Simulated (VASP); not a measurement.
# Sr7Ti8CdO23 (a cell with a defect) in VASP: single point with PBEsol

Aim: the single point of Sr7Ti8CdO23 (a cell with a defect) with PBEsol.

Program: VASP 6.6.1. These are calculated values, not measurements. Logs are shortened: lines on timing, memory, paths and dates and some standing lists are left out, and cuts for length are marked.

## 1. The cell of the first run

The cell holds a defect, 39 atoms: a = 7.783 Å, b = 7.783 Å, c = 7.783 Å, α = 90.00°, β = 90.00°, γ = 90.00°.

## 2. Single point, PBEsol, collinear spin

INCAR reads:

```
SYSTEM = Sr7Ti8CdO23
PREC = Accurate
ENCUT = 520
EDIFF = 1E-7
ISMEAR = -1
SIGMA = 0.05
LREAL = Auto
LASPH = .True.
NELM = 150
ALGO = Normal
ISIF = 2
LWAVE = .False.
LCHARG = .False.
ISPIN = 2
MAGMOM = 0 0 0 0 0 0 0 0.333 0.333 0.333 0 0 0 0 0 0 0 0 0 0 0 0 0 0 0 0 0 0 0 0 0 0 0 0 0 0 0 0 0
LORBIT = 11
LMAXMIX = 4
GGA = PS
NELECT = 317.0
ISYM = 0
NBANDS = 187
```

KPOINTS reads:

```
Automatic mesh
0
Gamma
  1 1 1
  0.25 0.25 0.25
```

POSCAR reads:

```
Sr7Ti8CdO23
1.0
    7.7828210000      0.0000000000      0.0000000000
    0.0000000000      7.7828210000      0.0000000000
    0.0000000000      0.0000000000      7.7828210000
Sr Cd Ti O
7 1 8 23
Direct
    0.9954820000      0.9938970000      0.9960960000
    0.9951670000      0.9860820000      0.4981000000
    0.9945720000      0.5072640000      0.0008200000
    0.9832230000      0.5086810000      0.5009370000
    0.5098960000      0.9919050000      0.9989690000
    0.5110890000      0.9844610000      0.5023310000
    0.5118150000      0.5034550000      0.9999900000
    0.5013620000      0.4918570000      0.4923270000
    0.2759470000      0.2784590000      0.2816770000
    0.2443810000      0.2520290000      0.7278140000
    0.2514080000      0.7668480000      0.2471130000
    0.2507690000      0.7459310000      0.7525460000
    0.7702340000      0.2479750000      0.2450740000
    0.7464410000      0.2469920000      0.7535900000
    0.7489590000      0.7467900000      0.2497430000
    0.7483170000      0.7454190000      0.7484840000
    0.1826420000      0.2402660000      0.5064310000
    0.2411150000      0.7690220000      0.0000890000
    0.2515570000      0.7532090000      0.5023780000
    0.7473740000      0.2526530000      0.9998370000
    0.7718940000      0.2380200000      0.5025360000
    0.7562900000      0.7441230000      0.9992700000
    0.7434450000      0.7542410000      0.4990870000
    0.0067400000      0.2546220000      0.2245100000
    0.0112510000      0.2515210000      0.7965290000
    0.0013420000      0.7433780000      0.2583340000
    0.9993310000      0.7463170000      0.7420160000
    0.4939040000      0.2348910000      0.2123180000
    0.4956510000      0.2388820000      0.7683870000
    0.5000080000      0.7575790000      0.2397460000
    0.4992050000      0.7546810000      0.7587110000
    0.2482700000      0.0059560000      0.2543240000
    0.2489500000      0.0084420000      0.7600040000
    0.2500440000      0.4936020000      0.1978000000
    0.2487210000      0.4964640000      0.7813670000
    0.7564200000      0.9984350000      0.2460920000
    0.7541210000      0.9974330000      0.7531360000
    0.7509120000      0.4978350000      0.2521170000
    0.7522130000      0.4961710000      0.7445870000
```

Potentials or basis: VASP PAW PBE potentials, release 64 (Sr_sv, Cd, Ti_sv, O).

Launch:

```console
$ cat potpaw_PBE.64/Sr_sv/POTCAR potpaw_PBE.64/Cd/POTCAR potpaw_PBE.64/Ti_sv/POTCAR potpaw_PBE.64/O/POTCAR > POTCAR
$ mpirun -np 1 vasp_std > vasp.out
```

OUTCAR:

```text
SYSTEM = Sr7Ti8CdO23
   PREC = Accurate
   ENCUT = 520
   EDIFF = 1E-7
   ISMEAR = -1
   LREAL = Auto
   LASPH = .True.
   NELM = 150
   ISIF = 2
   ISPIN = 2
   LORBIT = 11
   GGA = PS
   NELECT = 317.0
   ISYM = 0

 ion  position               nearest neighbor table
   1  0.995  0.994  0.996-  25 2.54  18 2.59  37 2.67  22 2.69  36 2.69  33 2.70  24 2.70  27 2.76
                            20 2.79  32 2.81  26 2.82  13 3.28  11 3.30  16 3.34  14 3.35  12 3.36
   2  0.995  0.986  0.498-  17 2.46  21 2.62  26 2.66  27 2.66  23 2.66  19 2.70  36 2.70  37 2.73
                            32 2.74  33 2.84  24 2.98  25 3.11  11 3.27  15 3.30  16 3.32  13 3.33
   3  0.995  0.507  0.001-  34 2.51  25 2.55  35 2.61  22 2.61  24 2.63  26 2.72  38 2.73  27 2.74
                            39 2.75  20 2.76  18 2.80  13 3.28  15 3.30  16 3.31  12 3.34  14 3.40
   4  0.983  0.509  0.501-  17 2.60  39 2.61  26 2.63  27 2.64  38 2.65  23 2.67  21 2.67  19 2.83
                            24 2.93  35 3.01  25 3.06  34 3.15  16 3.23  15 3.25  13 3.29  10 3.35
   5  0.510  0.992  0.999-  28 2.52  30 2.62  31 2.63  29 2.63  37 2.70  36 2.72  18 2.72  22 2.72
                            20 2.74  33 2.76  32 2.85  11 3.29  15 3.30  16 3.31  14 3.31  12 3.38
   6  0.511  0.984  0.502-  23 2.55  31 2.68  30 2.70  19 2.71  37 2.72  36 2.76  32 2.82  21 2.83
                            33 2.87  29 2.87  28 2.99  17 3.24  16 3.25  15 3.27  11 3.30  12 3.37
   7  0.512  0.503  1.000-  34 2.55  35 2.66  28 2.67  22 2.67  20 2.68  38 2.70  31 2.71  30 2.72
                            39 2.73  29 2.74  18 2.95  16 3.28  15 3.28  14 3.32   9 3.35  12 3.38
   8  0.501  0.492  0.492-  38 2.70  39 2.77  23 2.78  19 2.81  30 2.85   9 2.92  10 3.29  15 3.35
                             4 3.75   7 3.83   6 3.84   6 3.95   7 3.95   4 4.04
   9  0.276  0.278  0.282-  34 1.81  28 1.81  17 1.92  32 2.14  24 2.15   8 2.92   7 3.35   4 3.36
                             6 3.40   3 3.57   2 3.58   5 3.62   1 3.82
  10  0.244  0.252  0.728-  17 1.79  25 1.89  33 1.91  35 1.95  29 1.98   8 3.29   4 3.35   2 3.35
                             6 3.42   1 3.49   3 3.50   7 3.56   5 3.58
  11  0.251  0.767  0.247-  32 1.86  18 1.92  30 1.94  26 1.96  19 1.99  34 2.16   2 3.27   5 3.29
                             6 3.30   1 3.30   3 3.43   7 3.47   4 3.51
  12  0.251  0.746  0.753-  31 1.94  18 1.94  19 1.95  35 1.95  27 1.96  33 2.04   3 3.34   1 3.36
                             6 3.37   2 3.37   7 3.38   5 3.38   4 3.40
  13  0.770  0.248  0.245-  24 1.85  20 1.92  36 1.95  38 1.95  21 2.01  28 2.17   3 3.28   1 3.28
                             4 3.29   2 3.33   7 3.41   5 3.43   6 3.50
  14  0.746  0.247  0.754-  20 1.92  39 1.94  37 1.94  29 1.96  21 1.97  25 2.09   5 3.31   7 3.32
                             1 3.35   6 3.37   4 3.38   3 3.40   2 3.44
  15  0.749  0.747  0.250-  38 1.94  30 1.94  23 1.94  22 1.95  36 1.96  26 1.97   4 3.25   6 3.27
                             7 3.28   2 3.30   3 3.30   5 3.30   8 3.35   1 3.36
  16  0.748  0.745  0.748-  39 1.94  31 1.94  23 1.94  22 1.95  27 1.95  37 1.96   4 3.23   6 3.25
                             7 3.28   5 3.31   3 3.31   2 3.32   1 3.34
  17  0.183  0.240  0.506-  10 1.79   9 1.92   2 2.46   4 2.60   6 3.24
  18  0.241  0.769  0.000-  11 1.92  12 1.94   1 2.59   5 2.72   3 2.80   7 2.95
  19  0.252  0.753  0.502-  12 1.95  11 1.99   2 2.70   6 2.71   8 2.81   4 2.83
  20  0.747  0.253  1.000-  14 1.92  13 1.92   7 2.68   5 2.74   3 2.76   1 2.79
  21  0.772  0.238  0.503-  14 1.97  13 2.01   2 2.62   4 2.67   6 2.83
  22  0.756  0.744  0.999-  15 1.95  16 1.95   3 2.61   7 2.67   1 2.69   5 2.72
[... 919 lines left out ...]

 k-point     1 :       0.2500    0.2500    0.2500
  band No.  band energies     occupation
      1     -52.1292      1.00000
      2     -52.0530      1.00000
      3     -52.0339      1.00000
      4     -52.0232      1.00000
      5     -52.0117      1.00000
      6     -51.9716      1.00000
[... 681 lines left out ...]
    169       7.5901      0.00000
    170       7.6303      0.00000
 [bands above 170 left out]

------------------------ aborting loop because EDIFF is reached ----------------------------------------

  FORCE on cell =-STRESS in cart. coord.  units (eV):
  Direction    XX          YY          ZZ          XY          YZ          ZX
  --------------------------------------------------------------------------------------
  -------------------------------------------------------------------------------------
  Total       13.5097493     14.1566122     16.5730324     -2.7482541     -2.3739329     -2.8944572
  in kB       45.9141710     48.1125962     56.3250305     -9.3402034     -8.0680372     -9.8370888
  external PRESSURE =      50.1172659 kB  Pullay stress =       0.0000000 kB

 VOLUME and BASIS-vectors are now :
 -----------------------------------------------------------------------------
  energy-cutoff  :      520.00
  volume of cell :      471.42
      direct lattice vectors                 reciprocal lattice vectors
     7.782821000  0.000000000  0.000000000     0.128488115  0.000000000  0.000000000
     0.000000000  7.782821000  0.000000000     0.000000000  0.128488115  0.000000000
     0.000000000  0.000000000  7.782821000     0.000000000  0.000000000  0.128488115

 POSITION                                       TOTAL-FORCE (eV/Angst)
 -----------------------------------------------------------------------------------
      7.74766      7.73532      7.75244         0.040076      0.030440      0.052107
      7.74521      7.67450      3.87662        -0.007907      0.003538      0.011820
      7.74058      3.94794      0.00638         0.040277     -0.007519     -0.071554
      7.65225      3.95897      3.89870         0.002505      0.005893      0.012741
      3.96843      7.71982      7.77480        -0.031090      0.001545     -0.063398
      3.97771      7.66188      3.90955        -0.039863     -0.001692      0.005394
[... 31 lines left out ...]
      5.84421      3.87456      1.96218         0.027567     -0.033716     -0.037700
      5.85434      3.86161      5.79499        -0.022209      0.054702      0.040096
 -----------------------------------------------------------------------------------
    total drift:                                0.014165      0.024778      0.004304

  FREE ENERGIE OF THE ION-ELECTRON SYSTEM (eV)
  ---------------------------------------------------
  free  energy   TOTEN  =      -313.1955430074 eV

  energy  without entropy=     -313.0621445446  energy(sigma->0) =     -313.12884378

 total charge

# of ion       s       p       d       tot
------------------------------------------
    1        2.002   5.771   0.237   8.010
    2        2.003   5.775   0.245   8.024
    3        2.004   5.778   0.252   8.034
    4        2.001   5.767   0.232   8.001
    5        2.003   5.775   0.243   8.021
    6        2.000   5.760   0.221   7.981
[... 31 lines left out ...]
   38        1.563   3.477   0.000   5.039
   39        1.563   3.476   0.000   5.039
--------------------------------------------------
tot         68.438 170.930  26.112 265.480

 magnetization (x)

# of ion       s       p       d       tot
------------------------------------------
    1        0.000   0.000  -0.000   0.000
    2        0.000   0.000  -0.000   0.000
    3        0.000   0.000  -0.000   0.000
    4       -0.000   0.000  -0.000  -0.000
    5        0.000   0.000   0.000   0.000
    6       -0.000   0.000   0.000   0.000
[... 31 lines left out ...]
   38        0.000   0.000   0.000   0.000
   39        0.000   0.000   0.000   0.000
--------------------------------------------------
tot          0.000  -0.000   0.000   0.000
```

Wall time 35 min (1 thread of Intel Xeon Platinum 8559C (Emerald Rapids), shared host); peak memory 0.94 GiB.

What came out:

```yaml
Free_energy: -313.1955 eV
Largest_force: 0.226 eV/Å
Net_moment: 0.00 μB per cell
Valence_electrons_inside_the_program's_atomic_spheres: Sr 8.01, 8.02, 8.03, 8.00, 7.98 (each value once); Cd 10.30; Ti 10.47, 10.48, 10.37, 10.35, 10.38, 10.41 (each value once); O 5.09, 5.05, 5.02, 5.06, 5.03, 5.04, 5.01 (each value once)
```

Forces on the atoms (eV/Å):
```
Sr   0.040  0.030  0.052
Sr  -0.008  0.004  0.012
Sr   0.040 -0.008 -0.072
Sr   0.003  0.006  0.013
Sr  -0.031  0.002 -0.063
Sr  -0.040 -0.002  0.005
Sr  -0.047 -0.015 -0.068
Cd  -0.049 -0.017 -0.007
Ti  -0.016 -0.065 -0.006
Ti   0.125  0.086  0.168
Ti   0.037 -0.098  0.056
Ti   0.021  0.056 -0.081
Ti  -0.119  0.032  0.117
Ti   0.024  0.007 -0.031
Ti  -0.065 -0.046 -0.001
Ti  -0.025  0.025  0.000
O   -0.035  0.026 -0.122
O   -0.023 -0.014 -0.011
O    0.001 -0.021 -0.020
O   -0.022 -0.006 -0.005
O   -0.022  0.000 -0.025
O    0.000  0.015  0.028
O    0.023  0.001  0.019
O    0.023 -0.033 -0.033
O   -0.095  0.010  0.005
O   -0.056  0.026  0.001
O    0.012 -0.006  0.019
O    0.124  0.002 -0.020
O    0.002  0.032 -0.030
O    0.019  0.002 -0.022
O    0.091 -0.017  0.017
O   -0.022  0.063  0.016
O    0.015 -0.091  0.016
O   -0.006  0.102  0.049
O    0.015 -0.082 -0.006
O    0.032 -0.036  0.007
O    0.030  0.010  0.018
O    0.028 -0.034 -0.038
O   -0.022  0.055  0.040
```

Levels at points of the mesh, in eV from the Fermi level:
Spin up:
```csv
k point,band 156,band 157,band 158,band 159,band 160,band 161
"(0.25, 0.25, 0.25)",-2.86,-2.83,-0.80,0.05,0.10,0.13
```
Spin down:
| k point | band 156 | band 157 | band 158 | band 159 | band 160 | band 161 |
| --- | --- | --- | --- | --- | --- | --- |
| (0.25, 0.25, 0.25) | -2.86 | -2.83 | -0.80 | 0.05 | 0.10 | 0.13 |

Caveat: the cell carries a net charge on a neutralising background, which shifts energy and pressure; the cell is charged against a uniform background, so pressure and absolute levels hang on convention; the PAW data sets were made with another functional, which shifts forces and pressure a little.
